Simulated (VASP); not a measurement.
## LiTl2B6: single point with PBE

LiTl2B6:

```
Li Tl B
1.0
     0.00000    4.24231    4.24231
     4.24231    0.00000    4.24231
     4.24231    4.24231    0.00000
Li Tl B
1 2 6
Direct
  0.00000 0.00000 0.00000
  0.75000 0.75000 0.75000
  0.25000 0.25000 0.25000
  0.64437 0.64437 0.35563
  0.35563 0.64437 0.35563
  0.64437 0.35563 0.35563
  0.35563 0.35563 0.64437
  0.64437 0.35563 0.64437
  0.35563 0.64437 0.64437
```

* Program: VASP 6.6.1
* Task: single point
* Functional: PBE
* Potentials or basis: VASP PAW PBE potentials, release 64 (Li_sv, Tl_d, B)
* Cutoff: 520 eV
* k mesh: 4 × 4 × 4
* Occupations: gaussian, width 0.1 eV
* Spin: no spin polarisation
* Dipole correction: no
* Further INCAR settings: ALGO = Normal; EDIFF = 1e-06; NBANDS = 34

```json
{
  "Largest force": "0.027 eV/Å"
}
```

Forces in eV/Å, atoms in the order of the input:
```
Li   0.000  0.000  0.000
Tl   0.000  0.000  0.000
Tl   0.000  0.000  0.000
B    0.000  0.000  0.027
B    0.000 -0.027  0.000
B   -0.027  0.000  0.000
B    0.000  0.000 -0.027
B    0.000  0.027  0.000
B    0.027  0.000  0.000
```

Levels at points of the mesh, in eV from the Fermi level:
```csv
k point,band 19,band 20,band 21,band 22,band 23,band 24,band 25,band 26,band 27,band 28
"(0.00, 0.00, 0.00)",-3.30,-3.30,-0.61,-0.61,0.17,0.17,0.17,0.27,4.12,4.12
"(0.50, 0.00, 0.00)",-2.94,-2.75,-1.16,-1.16,-0.92,-0.43,1.08,1.08,2.44,2.44
"(0.50, 0.50, 0.00)",-2.39,-2.39,-1.65,-0.56,-0.50,-0.50,-0.44,1.29,3.31,3.31
```

Wall time 47 s on 1 thread of Intel(R) Xeon(R) 6975P-C (Granite Rapids) (shared host), peak memory 0.32 GiB.

Caveat: spin-orbit coupling is left out, which moves the levels of the heavy elements.
